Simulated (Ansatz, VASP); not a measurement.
**Sn in VASP and in Ansatz**

```
CELL_PARAMETERS angstrom
0.00000 3.22937 3.24560
3.26183 0.00000 3.24560
3.26183 3.22937 0.00000
ATOMIC_POSITIONS crystal
Sn 0.50000 0.50000 0.50000
Sn 0.75000 0.75000 0.75000
```

Change from the starting cell: strain +0.0050 x Voigt [1, -1, 0, 0, 0, 0], atoms carried along.

Alike in both runs: task single point; functional PBEsol; k mesh 12 × 12 × 12; occupations gaussian, width 0.15 eV; no spin polarisation.

|  | VASP | Ansatz |
| --- | --- | --- |
| version | VASP 6.6.1 | Ansatz 0.2.0 |
| potentials or method | VASP PAW PBE potentials, release 64 (Sn_d), cutoff 520 eV | scalar-relativistic, plane waves, PAW |
| valence electrons in the cell | 28 | 28 |

Ansatz gave:

- gap on the k mesh at the Fermi level (eV): none
- pressure (GPa): 1.0
- traceless stress, the component that is largest in VASP (GPa): -0.15

**Question.** Which values does VASP return?

**Answer.** gap on the k mesh at the Fermi level (eV): none; pressure (GPa): 0.9; traceless stress, the component that is largest in VASP (GPa): -0.15.

VASP's potentials were made for PBE, not for PBEsol. A gap of «none» marks a metal or a gap that the smearing closes.
